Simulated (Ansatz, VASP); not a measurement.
## MnS: VASP beside Ansatz

```
Mn S
1.0
     0.00000    2.62175    2.62175
     2.62175    0.00000    2.62175
     2.62175    2.62175    0.00000
Mn S
1 1
Direct
  0.00000 0.00000 0.00000
  0.50000 0.50000 0.50000
```

Alike in both runs: task single point; functional revPBE; k mesh 9 × 9 × 9; occupations tetrahedron; collinear spin; Hubbard terms Mn d U = 4.0 eV.

```csv
,VASP,Ansatz
version,VASP 6.6.1,Ansatz 0.2.0
potentials or method,"VASP PAW PBE potentials, release 64 (Mn_pv, S)",JTH PAW
plane-wave cutoff (eV),520,1290
valence electrons in the cell,19,21
```

|  | VASP | Ansatz | Ansatz less VASP |
| --- | --- | --- | --- |
| gap on the k mesh at the Fermi level (eV) | 0.87 | 0.85 | -0.017 |
| least direct gap on the mesh (eV) | 2.80 | 1.94 | -0.851 |
| pressure (GPa) | 4.6 | 7.1 | +2.53 |
| net moment per atom (μB) | 2.50 | 2.50 | 0.000 |
| size of the moment on the site where the two differ most (μB) | 4.61 | 4.51 | -0.096 |

VASP's potentials were made for PBE, not for revPBE. Site moments also hang on the region over which each program counts them. The programs project onto different local orbitals, so the same U acts differently, and such runs can settle in different states. VASP's potentials hold 19 valence electrons a cell and Ansatz's 21, so a difference there can come from the potentials and not from the codes.

Noted on Ansatz's run: the magnetic or orbital state may not be the lowest; odd divisions of the mesh miss points on the zone boundary, where band edges often lie, so the gap on the mesh can be too wide.
